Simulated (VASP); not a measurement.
Input of a VASP 6.6.1 run:

File INCAR:

```
SYSTEM = Ge
ALGO     = Normal         ! electronic algorithm
EDIFF    = 1E-6           ! SCF threshold, eV
ENCUT    = 520            ! plane-wave cutoff, eV
GGA      = CA             ! functional
ISIF     = 2              ! what is computed and relaxed
ISMEAR   = -1             ! smearing method
LASPH    = .True.         ! aspherical terms in the spheres
LCHARG   = .True.         ! write CHGCAR
LELF     = .True.         ! ELF
LREAL    = .False.        ! projectors in reciprocal space
LVHAR    = .True.       
LWAVE    = .False.        ! write WAVECAR
NBANDS   = 13             ! bands
NELM     = 100            ! most SCF steps
PREC     = Accurate       ! precision mode
SIGMA    = 0.05           ! smearing width, eV
```

Contents of KPOINTS:

```
k-points
0
Gamma
  14 14 13
  0 0 0
```

File POSCAR:

```
Ge
1.0
    1.3971490000     -2.6005160000      0.0000000000
    1.3971490000      2.6005160000      0.0000000000
    0.0000000000      0.0000000000      2.6982310000
Ge
1
Direct
    0.5000000000      0.5000000000      0.0000000000
```

Potentials or basis: VASP PAW LDA potentials, release 64 (Ge_d).

The run is started by

```sh
$ cat potpaw_LDA.64/Ge_d/POTCAR > POTCAR
$ mpirun -np 1 vasp_std > vasp.out
```

Question: Estimate the pressure.

Answer: -5.8 GPa.

Question: Estimate the band gap on the k mesh.

Answer: Zero (band 7 reaches 12.53 eV, above the bottom of band 8 at 3.34 eV).

Stress tensor (GPa, compression positive):
```
-4.58  0.00  0.00
 0.00 -6.25  0.00
 0.00  0.00 -6.63
```
